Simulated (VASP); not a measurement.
# Al2GaN3 in VASP: further runs

The runs below take Al2GaN3 through single point, relaxation of cell and atoms, with PBEsol.

Everything below comes from runs of VASP 6.6.1. Logs are shortened: lines on timing, memory, paths and dates and some standing lists are left out, and cuts for length are marked.

## (1) The cell of the first run

The typed cell holds 6 atoms: a = 5.032 Å, b = 5.032 Å, c = 2.905 Å, α = 106.77°, β = 106.77°, γ = 48.16°.

## (2) Single point, PBEsol

Input file INCAR:

```
ALGO = Normal
EDIFF = 1E-6
ENCUT = 520
GGA = PS
ISIF = 2
ISMEAR = -1
LASPH = True
LCHARG = True
LELF = True
LREAL = False
LVHAR = True
LWAVE = False
NBANDS = 26
NELM = 100
PREC = Accurate
SIGMA = 0.05
```

Input file KPOINTS:

```
k-points
0
Gamma
  6 6 6
```

Input file POSCAR:

```
Al2GaN3
1.0
    4.5453721323     -2.0530616920     -0.6665266155
    4.5453670358      2.0530534429     -0.6665209419
   -0.5086877383      0.0000034431      2.8598803150
Al Ga N
2 1 3
Direct
    0.6673489356      0.6676389399      0.6700225388
    0.3336276279      0.3339162024      0.3362976056
    0.0004879025      0.0007775162      0.0031654464
    0.8282319499      0.8285255948      0.3309023339
    0.5004875519      0.5007805460      0.0031569429
    0.1727422948      0.1730367189      0.6754165615
```

Potentials or basis: VASP PAW PBE potentials, release 64 (Al, Ga_d, N).

Started as:

```bash
$ cat potpaw_PBE.64/Al/POTCAR potpaw_PBE.64/Ga_d/POTCAR potpaw_PBE.64/N/POTCAR > POTCAR
$ mpirun -np 1 vasp_std > vasp.out
```

OUTCAR:

```text
EDIFF = 1E-6
   ENCUT = 520
   GGA = PS
   ISIF = 2
   ISMEAR = -1
   LASPH = True
   LREAL = False
   NELM = 100
   PREC = Accurate

 ion  position               nearest neighbor table
   1  0.667  0.668  0.670-   4 2.02   4 2.02   6 2.05   6 2.05   5 2.06   5 2.06   2 2.90   2 2.90
                             2 2.90   2 2.90   3 2.90   3 2.91   3 2.91   3 2.91   3 2.91   2 2.91
   2  0.334  0.334  0.336-   6 2.02   6 2.02   4 2.05   4 2.05   5 2.06   5 2.06   1 2.90   1 2.90
                             1 2.90   1 2.90   3 2.90   3 2.91   3 2.91   3 2.91   3 2.91   1 2.91
   3  0.000  0.001  0.003-   5 2.05   5 2.05   4 2.09   6 2.09   6 2.09   4 2.09   1 2.90   2 2.90
                             2 2.91   2 2.91   1 2.91   1 2.91   1 2.91   1 2.91   2 2.91   2 2.91
   4  0.828  0.829  0.331-   1 2.02   1 2.02   2 2.05   2 2.05   3 2.09   3 2.09
   5  0.500  0.501  0.003-   3 2.05   3 2.05   1 2.06   2 2.06   2 2.06   1 2.06
   6  0.173  0.173  0.675-   2 2.02   2 2.02   1 2.05   1 2.05   3 2.09   3 2.09

  LATTYP: Found a base centered monoclinic cell.
 ALAT       =     9.1879570315
 B/A-ratio  =     0.4469018652
 C/A-ratio  =     0.3161495257
 COS(beta)  =    -0.3161130080

  Lattice vectors:

 A1 = (   4.5453721323,  -2.0530616920,  -0.6665266155)
 A2 = (   4.5453670358,   2.0530534429,  -0.6665209419)
 A3 = (  -0.5086877383,   0.0000034431,   2.8598803150)

Analysis of symmetry for initial positions (statically):
=====================================================================
 Subroutine PRICEL returns:
 Original cell was already a primitive cell.

 Routine SETGRP: Setting up the symmetry group for a
 base centered monoclinic supercell.

 Subroutine GETGRP returns: Found  2 space group operations
 (whereof  1 operations were pure point group operations)
 out of a pool of  4 trial point group operations.

The static configuration has the point symmetry C_1 .
 The point group associated with its full space group is C_1h.

Analysis of symmetry for dynamics (positions and initial velocities):
=====================================================================
 Subroutine PRICEL returns:
 Original cell was already a primitive cell.

 Routine SETGRP: Setting up the symmetry group for a
 base centered monoclinic supercell.

 Subroutine GETGRP returns: Found  2 space group operations
 (whereof  1 operations were pure point group operations)
 out of a pool of  4 trial point group operations.

The dynamic configuration has the point symmetry C_1 .
 The point group associated with its full space group is C_1h.

 Subroutine INISYM returns: Found  2 space group operations
 (whereof  1 operations are pure point group operations),
 and found     1 'primitive' translations

----------------------------------------------------------------------------------------

                                     Primitive cell

  volume of cell :      51.9841

  direct lattice vectors                    reciprocal lattice vectors
     4.545372132 -2.053061692 -0.666526616     0.112947845 -0.243539089  0.020090359
     4.545367036  2.053053443 -0.666520942     0.112948210  0.243539314  0.020089838
    -0.508687738  0.000003443  2.859880315     0.052647340 -0.000000431  0.359029380

  length of vectors
     5.031871209  5.031862488  2.904768258     0.269206474  0.269206792  0.362868899

  position of ions in fractional coordinates (direct lattice)
     0.667348936  0.667638940  0.670022539
     0.333627628  0.333916202  0.336297606
     0.000487902  0.000777516  0.003165446
     0.828231950  0.828525595  0.330902334
     0.500487552  0.500780546  0.003156943
     0.172742295  0.173036719  0.675416562

  ion indices of the primitive-cell ions
   primitive index   ion index
                 1           1
                 2           2
                 3           3
                 4           4
                 5           5
                 6           6

----------------------------------------------------------------------------------------

 KPOINTS: k-points

Automatic generation of k-mesh.
 Grid dimensions read from file:
 generate k-points for:    6    6    6

 Generating k-lattice:

  Cartesian coordinates                     Fractional coordinates (reciprocal lattice)
     0.018824641 -0.040589848  0.003348393     0.166666667  0.000000000  0.000000000
     0.018824702  0.040589886  0.003348306    -0.000000000  0.166666667  0.000000000
     0.008774557 -0.000000072  0.059838230    -0.000000000 -0.000000000  0.166666667

  Length of vectors
     0.044867746  0.044867799  0.060478150

  Shift w.r.t. Gamma in fractional coordinates (k-lattice)
     0.000000000  0.000000000  0.000000000

 Subroutine IBZKPT returns following result:
 ===========================================

 Found     68 irreducible k-points:

 Following reciprocal coordinates:
            Coordinates               Weight
  0.000000  0.000000  0.000000      1.000000
  0.166667  0.000000  0.000000      4.000000
  0.333333  0.000000  0.000000      4.000000
  0.500000 -0.000000  0.000000      2.000000
  0.166667  0.166667  0.000000      2.000000
  0.333333  0.166667  0.000000      4.000000
[... 16 lines left out ...]
 -0.333333  0.166667  0.166667      4.000000
 -0.166667  0.166667  0.166667      4.000000
 [... further k-points ...]
   k-points           NKPTS =     68   k-points in BZ     NKDIM =     68   number of bands    NBANDS=     26
   number of dos      NEDOS =    301   number of ions     NIONS =      6
   total plane-waves  NPLWV =  38400
   dimension x,y,z NGX =    40 NGY =   40 NGZ =   24
   dimension x,y,z NGXF=    80 NGYF=   80 NGZF=   48
   ions per type =               2   1   3
   NGX,Y,Z   is equivalent  to a cutoff of  13.22, 13.22, 13.74 a.u.
   NGXF,Y,Z  is equivalent  to a cutoff of  26.43, 26.43, 27.47 a.u.
 SYSTEM =  unknown system
   PREC   = accura    normal or accurate (medium, high low for compatibility)
   ISTART =      0    job   : 0-new  1-cont  2-samecut
   ICHARG =      2    charge: 1-file 2-atom 10-const
   ISPIN  =      1    spin polarized calculation?
   LNONCOLLINEAR =      F non collinear calculations
   LSORBIT =      F    spin-orbit coupling
   LASPH  =      T    aspherical Exc in radial PAW
   ENCUT  =  520.0 eV  38.22 Ry    6.18 a.u.   9.36  9.36  5.40*2*pi/ulx,y,z
   NELM   =    100;   NELMIN=  2; NELMDL= -5     # of ELM steps
   EDIFF  = 0.1E-05   stopping-criterion for ELM
   LREAL  =      F    real-space projection
   EDIFFG = 0.1E-04   stopping-criterion for IOM
   NSW    =      0    number of steps for IOM
   IBRION =     -1    ionic relax: 0-MD 1-quasi-New 2-CG
   NFREE  =      0    steps in history (QN), initial steepest desc. (CG)
   ISIF   =      2    stress and relaxation
   ISYM   =      2    0-nonsym 1-usesym 2-fastsym
   POTIM  = 0.5000    time-step for ionic-motion
   TEBEG  =    0.0;   TEEND  =   0.0 temperature during run
   PSTRESS=    0.0 pullay stress
   NELECT =      34.0000    total number of electrons
   NUPDOWN=      -1.0000    fix difference up-down
   EMIN   =  10.00;   EMAX   =-10.00  energy-range for DOS
   EFERMI =   0.00;   METHOD = LEGACY
   ISMEAR =    -1;   SIGMA  =   0.05  broadening in eV -4-tet -1-fermi 0-gaus
   EFERMI_NEDOS =   21; number of points for ismear=-14 and -15
   IALGO  =     38    algorithm
   IMIX   =      4    mixing-type and parameters
     AMIX     =   0.40;   BMIX     =  1.00
     AMIX_MAG =   1.60;   BMIX_MAG =  1.00
  volume/ion in A,a.u.               =       8.66        58.47
  Fermi-wavevector in a.u.,A,eV,Ry     =   1.421055  2.685405 27.475586  2.019399
  Thomas-Fermi vector in A             =   2.541906
   LORBIT       =      0    0 simple, 1 ext, 2 COOP (PROOUT), +10 PAW based schemes
   GGA     = PS    functional components
   LHFCALC =     F    Hartree Fock is set to
   AEXX    =    0.0000 exact exchange contribution
   IVDW    =     0    specifies the selected vdW correction
   LEPSILON=     F    determine dielectric tensor
   LRPA    =     F    only Hartree local field effects (RPA)
 non-spin polarized calculation
  energy-cutoff  :      520.00
  volume of cell :       51.98
 maximum number of plane-waves:      1429
 NGX is ok and might be reduce to    40
   NGX = 19   NGY = 19   NGZ = 11

 number of electron      34.0000000 magnetization

 Free energy of the ion-electron system (eV)
  ---------------------------------------------------
  ext. energy  EPLUGINS =         0.00000000
  ---------------------------------------------------
  free energy    TOTEN  =       -42.99617880 eV

  energy without entropy =      -42.99617880  energy(sigma->0) =      -42.99617880

 E-fermi :  10.2401     XC(G=0): -12.7476

 val. band max:        9.1851714145   @ k =   0.5000   0.5000   0.0000
 cond. band min:      11.8243851251   @ k =  -0.0000  -0.0000   0.5000
 fundamental gap:      2.6392137107
 Fermi energy:        10.2401375613

 k-point     1 :       0.0000    0.0000    0.0000
  band No.  band energies     occupation
      1      -8.3413      2.00000
      2      -5.9211      2.00000
      3      -4.7776      2.00000
      4      -4.6424      2.00000
      5      -4.6365      2.00000
      6      -4.5254      2.00000
[... 18 lines left out ...]
     25      21.4236      0.00000
     26      21.7581      0.00000

 k-point     2 :       0.1667    0.0000    0.0000
  band No.  band energies     occupation
      1      -8.1108      2.00000
      2      -5.8738      2.00000
      3      -4.7873      2.00000
      4      -4.6677      2.00000
      5      -4.6415      2.00000
      6      -4.5304      2.00000
[... 18 lines left out ...]
     25      20.7899      0.00000
[... 608 lines left out ...]
     25      20.1276      0.00000
     26      20.4316      0.00000

 k-point    24 :      -0.1667    0.1667    0.1667
  band No.  band energies     occupation
      1      -7.2198      2.00000
      2      -5.6117      2.00000
      3      -5.3340      2.00000
      4      -4.6987      2.00000
      5      -4.6599      2.00000
      6      -4.5902      2.00000
[... 18 lines left out ...]
     25      20.3377      0.00000
     26      20.9515      0.00000

 [... further k-points ...]

------------------------ aborting loop because EDIFF is reached ----------------------------------------

  FORCE on cell =-STRESS in cart. coord.  units (eV):
  Direction    XX          YY          ZZ          XY          YZ          ZX
  --------------------------------------------------------------------------------------
  -------------------------------------------------------------------------------------
  Total        0.0487492      0.0374566      0.0513711     -0.0000001      0.0000001     -0.0021256
  in kB        1.5024777      1.1544332      1.5832855     -0.0000026      0.0000033     -0.0655132
  external PRESSURE =       1.4133988 kB  Pullay stress =       0.0000000 kB

 VOLUME and BASIS-vectors are now :
 -----------------------------------------------------------------------------
  energy-cutoff  :      520.00
  volume of cell :       51.98
      direct lattice vectors                 reciprocal lattice vectors
     4.545372132 -2.053061692 -0.666526616     0.112947845 -0.243539089  0.020090359
     4.545367036  2.053053443 -0.666520942     0.112948210  0.243539314  0.020089838
    -0.508687738  0.000003443  2.859880315     0.052647340 -0.000000431  0.359029380

 POSITION                                       TOTAL-FORCE (eV/Angst)
 -----------------------------------------------------------------------------------
      5.72718      0.00059      1.02638         0.000706     -0.000000      0.000095
      2.86316      0.00059      0.51684        -0.000606      0.000000     -0.000174
      0.00414      0.00059      0.00821         0.000190     -0.000000      0.000081
      7.36225      0.00060     -0.15793        -0.020533      0.000000     -0.003582
      4.54953      0.00060     -0.65834        -0.000049      0.000000     -0.000012
      1.22812      0.00061      1.70114         0.020293     -0.000000      0.003594
 -----------------------------------------------------------------------------------
    total drift:                               -0.000025     -0.016635      0.000148

  FREE ENERGIE OF THE ION-ELECTRON SYSTEM (eV)
  ---------------------------------------------------
  free  energy   TOTEN  =       -42.9961788030 eV

  energy  without entropy=      -42.9961788030  energy(sigma->0) =      -42.99617880
```

Run time: 2.5 min. Hardware: 1 thread of Intel Xeon 8259CL, shared host; peak memory 0.24 GiB.

What came out:

| Item | Value |
| --- | --- |
| Free energy | -42.9962 eV |
| Pressure | 0.1 GPa |
| Largest force | 0.021 eV/Å |
| Band gap on the k mesh | 2.64 eV (least direct gap 2.81 eV) |

Forces in eV/Å, atoms in the order of the input:
```
Al   0.001  0.000  0.000
Al  -0.001  0.000  0.000
Ga   0.000  0.000  0.000
N   -0.021  0.000 -0.004
N    0.000  0.000  0.000
N    0.020  0.000  0.004
```

Levels at points of the mesh, in eV from the valence-band top:
```tsv
k point	band 13	band 14	band 15	band 16	band 17	band 18	band 19	band 20	band 21	band 22
(0.00, 0.00, 0.00)	-2.07	-1.68	-0.23	-0.23	-0.22	3.94	5.71	5.90	9.70	10.14
(0.50, 0.00, 0.00)	-1.68	-1.65	-1.43	-0.79	-0.46	5.44	6.55	6.85	8.90	9.13
(0.50, 0.50, 0.00)	-2.97	-2.58	-1.77	-0.68	0.00	2.81	5.79	7.37	7.46	9.61
(0.00, 0.00, 0.50)	-3.58	-2.96	-2.95	-2.21	-1.90	2.64	5.96	6.71	7.55	8.64
(0.50, 0.00, 0.50)	-4.37	-2.82	-2.70	-0.75	-0.72	5.39	6.52	7.23	8.35	9.17
(0.50, 0.50, 0.50)	-3.59	-2.96	-2.95	-2.21	-1.90	2.64	5.96	6.71	7.55	8.64
```

Caveat: the PAW data sets were made with another functional, which shifts forces and pressure a little. A k mesh can miss the band edges.

(Part 1 of 2 ends here.)
